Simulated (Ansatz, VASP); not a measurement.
WS2: VASP beside Ansatz

Contents of INCAR:

```
PREC = Accurate
ENCUT = 520
EDIFF = 1E-6
ISMEAR = 0
SIGMA = 0.05
LREAL = False
LASPH = True
NELM = 80
ALGO = Normal
ISIF = 2
LWAVE = False
LCHARG = False
GGA = PS
NBANDS = 35
```

KPOINTS

```
Automatic mesh
0
Gamma
  12 12 2
```

File POSCAR:

```
WS2
1.0
    3.0892743692      0.0000000000      0.0000000000
   -1.5446371846      2.6753900830      0.0000000000
    0.0000000000      0.0000000000     12.4667665245
W S
2 4
Direct
    0.3333333333      0.6666666667      0.2500000000
    0.6666666667      0.3333333333      0.7500000000
    0.3333333333      0.6666666667      0.6396781747
    0.6666666667      0.3333333333      0.1396781747
    0.3333333333      0.6666666667      0.8603218253
    0.6666666667      0.3333333333      0.3603218253
```

Input for Ansatz:

```yaml
crystal:
  lattice:
    - [3.0892743692, 0.0, 0.0]
    - [-1.5446371846, 2.675390083, 0.0]
    - [0.0, 0.0, 12.4667665245]
  atoms:
    - { symbol: W, position: [0.3333333333, 0.6666666667, 0.25] }
    - { symbol: W, position: [0.6666666667, 0.3333333333, 0.75] }
    - { symbol: S, position: [0.3333333333, 0.6666666667, 0.6396781747] }
    - { symbol: S, position: [0.6666666667, 0.3333333333, 0.1396781747] }
    - { symbol: S, position: [0.3333333333, 0.6666666667, 0.8603218253] }
    - { symbol: S, position: [0.6666666667, 0.3333333333, 0.3603218253] }
basis:
  ecutwfc: 420
kpoints:
  mp_grid: { grid: [12, 12, 2] }
hamiltonian:
  xc: pbesol
  pseudopotentials: { kind: paw, azcp: { folder: soft_1 } }
scf:
  occupations: { method: gaussian, width: 0.05 }
output:
  forces: true
  stress: true
  eigenvalues: true
```

Alike in both runs: task single point; functional PBEsol; k mesh 12 × 12 × 2; occupations gaussian, width 0.05 eV; no spin polarisation.

```csv
,VASP,Ansatz
version,VASP 6.6.1,Ansatz 0.2.0
potentials or method,"VASP PAW PBE potentials, release 64 (W_sv, S), cutoff 520 eV","scalar-relativistic, plane waves, PAW"
valence electrons in the cell,52,52
```

VASP gave:

```
gap on the k mesh at the Fermi level (eV) : none
rms of the force components (eV/Å)        : 2.739
```

Estimate Ansatz's values.

gap on the k mesh at the Fermi level (eV): none; rms of the force components (eV/Å): 2.730.

VASP's potentials were made for PBE, not for PBEsol, and Ansatz warns of the same on its side. Atom by atom the forces differ by 0.009 eV/Å (rms over components). A gap of «none» marks a metal or a gap that the smearing closes.

Spin-orbit coupling is off throughout.
